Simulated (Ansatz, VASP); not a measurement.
# TaN in VASP and in Ansatz

Contents of INCAR:

```
  ALGO = Normal
  EDIFF = 1E-6
  ENCUT = 520
  GGA = PE
  ISIF = 2
  ISMEAR = 0
  LASPH = T
  LCHARG = T
  LELF = T
  LREAL = F
  LVHAR = T
  LWAVE = F
  NBANDS = 24
  NELM = 80
  PREC = Accurate
  SIGMA = 0.15
```

KPOINTS

```
k-points
0
Gamma
  20 20 12
```

POSCAR

```
TaN
1.0
    0.0000000000      0.0000000000      2.8977716017
    2.9501846798      0.0000000000      0.0000000000
    0.0000000000      5.1098697572      0.0000000000
Ta N
2 2
Direct
    0.5000000000      0.0000000000      0.3346967365
    0.5000000000      0.5000000000      0.8346967365
    0.0000000000      0.5000000000      0.4823870266
    0.0000000000      0.0000000000     -0.0176129734
```

Input for Ansatz:

```yaml
crystal:
  lattice:
    - [0.0, 0.0, 2.8977716017]
    - [2.9501846798, 0.0, 0.0]
    - [0.0, 5.1098697572, 0.0]
  atoms:
    - { symbol: Ta, position: [0.5, 0.0, 0.3346967365] }
    - { symbol: Ta, position: [0.5, 0.5, 0.8346967365] }
    - { symbol: "N", position: [0.0, 0.5, 0.4823870266] }
    - { symbol: "N", position: [0.0, 0.0, -0.0176129734] }
basis:
  ecutwfc: 420
kpoints:
  mp_grid: { grid: [20, 20, 12] }
hamiltonian:
  xc: pbe
scf:
  occupations: { method: gaussian, width: 0.15 }
output:
  forces: true
  stress: true
  eigenvalues: true
```

Change from the starting cell: mode 8 (511.7 1/cm) frozen in, largest displacement -0.090 Å.

Alike in both runs: task single point; functional PBE; k mesh 20 × 20 × 12; occupations gaussian, width 0.15 eV; no spin polarisation.

|  | VASP | Ansatz |
| --- | --- | --- |
| version | VASP 6.6.1 | Ansatz 0.2.0 |
| potentials or method | VASP PAW PBE potentials, release 64 (Ta_pv, N), cutoff 520 eV | scalar-relativistic, plane waves, PAW |
| valence electrons in the cell | 32 | 36 |

|  | VASP | Ansatz | Ansatz less VASP |
| --- | --- | --- | --- |
| gap on the k mesh at the Fermi level (eV) | none | none | - |
| pressure (GPa) | 1.8 | 1.2 | -0.67 |
| traceless stress, the component that is largest in VASP (GPa) | -1.06 | -0.92 | +0.146 |
| rms of the force components (eV/Å) | 0.664 | 0.659 | -0.0042 |

Atom by atom the forces differ by 0.004 eV/Å (rms over components). A gap of «none» marks a metal or a gap that the smearing closes. VASP's potentials hold 32 valence electrons a cell and Ansatz's 36, so a difference there can come from the potentials and not from the codes.

Spin-orbit coupling is off throughout.
